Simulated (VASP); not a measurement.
# KTaO3 (Pm-3m) in VASP: notebook, part 3 of 3

VASP 6.6.1. The steps go on from the part before.

## (5) Electric field gradients, LDA (volume scaled by 0.96)

File INCAR:

```
ALGO = Normal
EDIFF = 1E-8
ENCUT = 520
ISIF = 2
ISMEAR = -1
LASPH = T
LCHARG = F
LEFG = T
LREAL = F
LWAVE = F
NBANDS = 27
NELM = 80
PREC = Accurate
SIGMA = 0.01
```

File KPOINTS:

```
k-points
0
Gamma
  5 5 5
```

File POSCAR:

```
KTaO3
1.0
    3.9343974464      0.0000000000      0.0000000000
    0.0000000000      3.9343974464      0.0000000000
    0.0000000000      0.0000000000      3.9343974464
K Ta O
1 1 3
Direct
    0.5000000000      0.5000000000      0.5000000000
    0.0000000000      0.0000000000      0.0000000000
    0.5000000000      0.0000000000      0.0000000000
    0.0000000000      0.5000000000      0.0000000000
    0.0000000000      0.0000000000      0.5000000000
```

Potentials or basis: VASP PAW LDA potentials, release 64 (K_sv, Ta_pv, O).

Run with:

```bash
> cat potpaw_LDA.64/K_sv/POTCAR potpaw_LDA.64/Ta_pv/POTCAR potpaw_LDA.64/O/POTCAR > POTCAR
> mpirun -np 1 vasp_std > vasp.out
```

OUTCAR:

```text
EDIFF = 1E-8
   ENCUT = 520
   ISIF = 2
   ISMEAR = -1
   LASPH = T
   LREAL = F
   NELM = 80
   PREC = Accurate

 ion  position               nearest neighbor table
   1  0.500  0.500  0.500-   3 2.78   4 2.78   5 2.78   3 2.78   4 2.78   3 2.78   5 2.78   3 2.78
                             4 2.78   5 2.78   4 2.78   5 2.78   2 3.41   2 3.41   2 3.41   2 3.41
   2  0.000  0.000  0.000-   3 1.97   4 1.97   5 1.97   5 1.97   4 1.97   3 1.97   1 3.41   1 3.41
                             1 3.41   1 3.41   1 3.41   1 3.41   1 3.41   1 3.41
   3  0.500  0.000  0.000-   2 1.97   2 1.97   1 2.78   1 2.78   1 2.78   1 2.78
   4  0.000  0.500  0.000-   2 1.97   2 1.97   1 2.78   1 2.78   1 2.78   1 2.78
   5  0.000  0.000  0.500-   2 1.97   2 1.97   1 2.78   1 2.78   1 2.78   1 2.78

  LATTYP: Found a simple cubic cell.
 ALAT       =     3.9343974464

  Lattice vectors:

 A1 = (   3.9343974464,   0.0000000000,   0.0000000000)
 A2 = (   0.0000000000,   3.9343974464,   0.0000000000)
 A3 = (   0.0000000000,   0.0000000000,   3.9343974464)

Analysis of symmetry for initial positions (statically):
=====================================================================
 Subroutine PRICEL returns:
 Original cell was already a primitive cell.

 Routine SETGRP: Setting up the symmetry group for a
 simple cubic supercell.

 Subroutine GETGRP returns: Found 48 space group operations
 (whereof 48 operations were pure point group operations)
 out of a pool of 48 trial point group operations.

The static configuration has the point symmetry O_h .

Analysis of symmetry for dynamics (positions and initial velocities):
=====================================================================
 Subroutine PRICEL returns:
 Original cell was already a primitive cell.

 Routine SETGRP: Setting up the symmetry group for a
 simple cubic supercell.

 Subroutine GETGRP returns: Found 48 space group operations
 (whereof 48 operations were pure point group operations)
 out of a pool of 48 trial point group operations.

The dynamic configuration has the point symmetry O_h .

 Subroutine INISYM returns: Found 48 space group operations
 (whereof 48 operations are pure point group operations),
 and found     1 'primitive' translations

----------------------------------------------------------------------------------------

                                     Primitive cell

  volume of cell :      60.9024

  direct lattice vectors                    reciprocal lattice vectors
     3.934397446  0.000000000  0.000000000     0.254168526  0.000000000  0.000000000
     0.000000000  3.934397446  0.000000000     0.000000000  0.254168526  0.000000000
     0.000000000  0.000000000  3.934397446     0.000000000  0.000000000  0.254168526

  length of vectors
     3.934397446  3.934397446  3.934397446     0.254168526  0.254168526  0.254168526

  position of ions in fractional coordinates (direct lattice)
     0.500000000  0.500000000  0.500000000
     0.000000000  0.000000000  0.000000000
     0.500000000  0.000000000  0.000000000
     0.000000000  0.500000000  0.000000000
     0.000000000  0.000000000  0.500000000

  ion indices of the primitive-cell ions
[... 85 lines left out ...]
  Fermi-wavevector in a.u.,A,eV,Ry     =   1.398914  2.643565 26.626077  1.956961
  Thomas-Fermi vector in A             =   2.522025
   LORBIT       =      0    0 simple, 1 ext, 2 COOP (PROOUT), +10 PAW based schemes
   GGA     = CA    functional components
   LHFCALC =     F    Hartree Fock is set to
   AEXX    =    0.0000 exact exchange contribution
   IVDW    =     0    specifies the selected vdW correction
   LEPSILON=     F    determine dielectric tensor
   LRPA    =     F    only Hartree local field effects (RPA)
 non-spin polarized calculation
  energy-cutoff  :      520.00
  volume of cell :       60.90
 maximum number of plane-waves:      1651
 NGX is ok and might be reduce to    30
   NGX = 15   NGY = 15   NGZ = 15

 number of electron      37.9999993 magnetization

 Free energy of the ion-electron system (eV)
  ---------------------------------------------------
  ext. energy  EPLUGINS =         0.00000000
  ---------------------------------------------------
  free energy    TOTEN  =       -45.03579422 eV

  energy without entropy =      -45.03579422  energy(sigma->0) =      -45.03579422

 E-fermi :   2.0171     XC(G=0): -11.6395

 val. band max:        1.6943251803   @ k =   0.4000   0.4000   0.4000
 cond. band min:       3.9124824808   @ k =   0.0000   0.0000   0.0000
 fundamental gap:      2.2181573005
 Fermi energy:         2.0171354310

 k-point     1 :       0.0000    0.0000    0.0000
  band No.  band energies     occupation
      1     -31.9273      2.00000
      2     -31.9273      2.00000
      3     -31.9273      2.00000
      4     -25.0333      2.00000
      5     -15.5921      2.00000
      6     -14.8444      2.00000
[... 289 lines left out ...]
     26      13.0526      0.00000
     27      13.6012      0.00000

------------------------ aborting loop because EDIFF is reached ----------------------------------------

  FORCE on cell =-STRESS in cart. coord.  units (eV):
  Direction    XX          YY          ZZ          XY          YZ          ZX
  --------------------------------------------------------------------------------------
  -------------------------------------------------------------------------------------
  Total        1.6888189      1.6888189      1.6888189     -0.0000000     -0.0000000     -0.0000000
  in kB       44.4282269     44.4282269     44.4282269     -0.0000000     -0.0000000     -0.0000000
  external PRESSURE =      44.4282269 kB  Pullay stress =       0.0000000 kB

 VOLUME and BASIS-vectors are now :
 -----------------------------------------------------------------------------
  energy-cutoff  :      520.00
  volume of cell :       60.90
      direct lattice vectors                 reciprocal lattice vectors
     3.934397446  0.000000000  0.000000000     0.254168526  0.000000000  0.000000000
     0.000000000  3.934397446  0.000000000     0.000000000  0.254168526  0.000000000
     0.000000000  0.000000000  3.934397446     0.000000000  0.000000000  0.254168526

 POSITION                                       TOTAL-FORCE (eV/Angst)
 -----------------------------------------------------------------------------------
      1.96720      1.96720      1.96720         0.000000      0.000000      0.000000
      0.00000      0.00000      0.00000         0.000000      0.000000      0.000000
      1.96720      0.00000      0.00000         0.000000      0.000000      0.000000
      0.00000      1.96720      0.00000         0.000000      0.000000      0.000000
      0.00000      0.00000      1.96720         0.000000      0.000000      0.000000
 -----------------------------------------------------------------------------------
    total drift:                                0.000000     -0.000000      0.000000

  FREE ENERGIE OF THE ION-ELECTRON SYSTEM (eV)
  ---------------------------------------------------
  free  energy   TOTEN  =       -45.0357942170 eV

  energy  without entropy=      -45.0357942170  energy(sigma->0) =      -45.03579422

 Electric field gradients (V/A^2)
---------------------------------------------------------------------
 ion       V_xx      V_yy      V_zz      V_xy      V_xz      V_yz
---------------------------------------------------------------------
   1      -0.000     0.000     0.000    -0.000    -0.000    -0.000
   2      -0.000    -0.000     0.000     0.000     0.000    -0.000
   3       8.481    -4.241    -4.241    -0.000    -0.000    -0.000
   4      -4.241     8.481    -4.241     0.000     0.000    -0.000
   5      -4.241    -4.241     8.481     0.000     0.000    -0.000
---------------------------------------------------------------------

 Electric field gradients after diagonalization (V/A^2)
 (convention: |V_zz| > |V_xx| > |V_yy|)
----------------------------------------------------------------------
 ion       V_xx      V_yy      V_zz     asymmetry (V_yy - V_xx)/ V_zz
----------------------------------------------------------------------
   1      -0.000     0.000     0.000       0.777
   2      -0.000    -0.000     0.000       0.171
   3      -4.241    -4.241     8.481       0.000
   4      -4.241    -4.241     8.481       0.000
   5      -4.241    -4.241     8.481       0.000
----------------------------------------------------------------------

           NMR quadrupolar parameters

 Cq : quadrupolar parameter    Cq=e*Q*V_zz/h
 eta: asymmetry parameters     (V_yy - V_xx)/ V_zz
 Q  : nuclear electric quadrupole moment in mb (millibarn)
----------------------------------------------------------------------
 ion       Cq(MHz)       eta       Q (mb)
----------------------------------------------------------------------
   1       0.000       0.777       1.000
   2       0.000       0.171       1.000
   3       0.021       0.000       1.000
   4       0.021       0.000       1.000
   5       0.021       0.000       1.000
----------------------------------------------------------------------
```

OSZICAR:

```text
N       E                     dE             d eps       ncg     rms          rms(c)
DAV:   1     0.329606466116E+03    0.32961E+03   -0.20515E+04   540   0.142E+03
DAV:   2    -0.308407179611E+02   -0.36045E+03   -0.34776E+03   601   0.417E+02
DAV:   3    -0.522842023754E+02   -0.21443E+02   -0.21303E+02   728   0.980E+01
DAV:   4    -0.532272052319E+02   -0.94300E+00   -0.94096E+00   928   0.137E+01
DAV:   5    -0.532324144389E+02   -0.52092E-02   -0.52061E-02   709   0.107E+00    0.367E+01
DAV:   6    -0.453734287843E+02    0.78590E+01   -0.33612E+01   638   0.396E+01    0.145E+01
DAV:   7    -0.451383958765E+02    0.23503E+00   -0.18025E+00   735   0.852E+00    0.986E+00
DAV:   8    -0.450489721171E+02    0.89424E-01   -0.32844E-01   649   0.467E+00    0.231E+00
DAV:   9    -0.450370370758E+02    0.11935E-01   -0.26376E-02   636   0.128E+00    0.270E-01
DAV:  10    -0.450358909550E+02    0.11461E-02   -0.10014E-02   746   0.652E-01    0.117E-01
DAV:  11    -0.450357996953E+02    0.91260E-04   -0.86274E-04   700   0.190E-01    0.463E-02
DAV:  12    -0.450357943597E+02    0.53356E-05   -0.44010E-05   738   0.541E-02    0.593E-03
DAV:  13    -0.450357942902E+02    0.69553E-07   -0.27595E-06   721   0.125E-02    0.586E-03
DAV:  14    -0.450357942194E+02    0.70757E-07   -0.41306E-07   813   0.439E-03    0.168E-03
DAV:  15    -0.450357942170E+02    0.24711E-08   -0.26879E-08   593   0.136E-03
   1 F= -.45035794E+02 E0= -.45035794E+02  d E =-.406756E-15
```

Run time: 16 s. Hardware: 1 thread of Intel Xeon Platinum 8488C (Sapphire Rapids), shared host; peak memory 0.15 GiB.

Results:

```
Free energy            : -45.0358 eV
Pressure               : 4.4 GPa
Band gap on the k mesh : 2.22 eV, indirect (least direct gap 2.70 eV)
```

Levels at points of the mesh, in eV from the valence-band top:
```tsv
k point	band 16	band 17	band 18	band 19	band 20	band 21	band 22	band 23
(0.00, 0.00, 0.00)	-1.02	-0.48	-0.48	-0.48	2.22	2.22	2.22	6.83
```

Electric field gradients, principal values (V/Å²):
```csv
atom,least,middle,greatest (by size)
1 K,0.000,0.000,0.000
2 Ta,0.000,0.000,0.000
3 O,-4.241,-4.241,8.481
4 O,-4.241,-4.241,8.481
5 O,-4.241,-4.241,8.481
```

Caveat: without QUAD_EFG the Cq values of the log hold for a quadrupole moment of 1 mb, not for the nuclei; spin-orbit coupling is left out, which moves the levels of the heavy elements. A k mesh can miss the band edges.
